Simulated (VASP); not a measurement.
A run of VASP 6.6.1 is set up as follows.

The input INCAR:

```
SYSTEM = Nb2B3C
PREC     = Accurate       ! precision mode
ENCUT    = 520            ! plane-wave cutoff, eV
EDIFF    = 1E-6           ! SCF threshold, eV
ISMEAR   = 0              ! smearing method
SIGMA    = 0.1            ! smearing width, eV
LREAL    = .False.        ! projectors in reciprocal space
LASPH    = .True.         ! aspherical terms in the spheres
NELM     = 60             ! most SCF steps
ALGO     = Normal         ! electronic algorithm
ISIF     = 2              ! what is computed and relaxed
LWAVE    = .False.        ! write WAVECAR
LCHARG   = .False.        ! write CHGCAR
GGA      = PE             ! functional
NBANDS   = 28             ! bands
```

Contents of KPOINTS:

```
regular mesh
0
Gamma
  6 6 4
  0 0 0
```

Contents of POSCAR:

```
Nb2B3C
1.0
    3.0959231108      0.0000000000      0.0000000000
    0.0000000000      3.0959231108      0.0000000000
    0.0000000000      0.0000000000      8.0312913927
Nb B C
2 3 1
Direct
    0.0000000000      0.0000000000      0.5000000000
    0.5000000000      0.5000000000      0.0000000000
    0.5000000000      0.5000000000      0.5000000000
    0.5000000000      0.5000000000      0.6999464406
    0.5000000000      0.5000000000      0.3000535594
    0.0000000000      0.0000000000      0.0000000000
```

Potentials or basis: VASP PAW PBE potentials, release 64 (Nb_sv, B, C).

Run with:

```console
$ cat potpaw_PBE.64/Nb_sv/POTCAR potpaw_PBE.64/B/POTCAR potpaw_PBE.64/C/POTCAR > POTCAR
$ mpirun -np 1 vasp_std > vasp.out
```

(1) Predict the pressure.

(2) Estimate the largest force.

(3) What does it give for the band gap on the k mesh?

Results:

(1) -0.2 GPa.

(2) 0.021 eV/Å.

(3) zero (an odd number of electrons rules out a gap without spin polarisation).
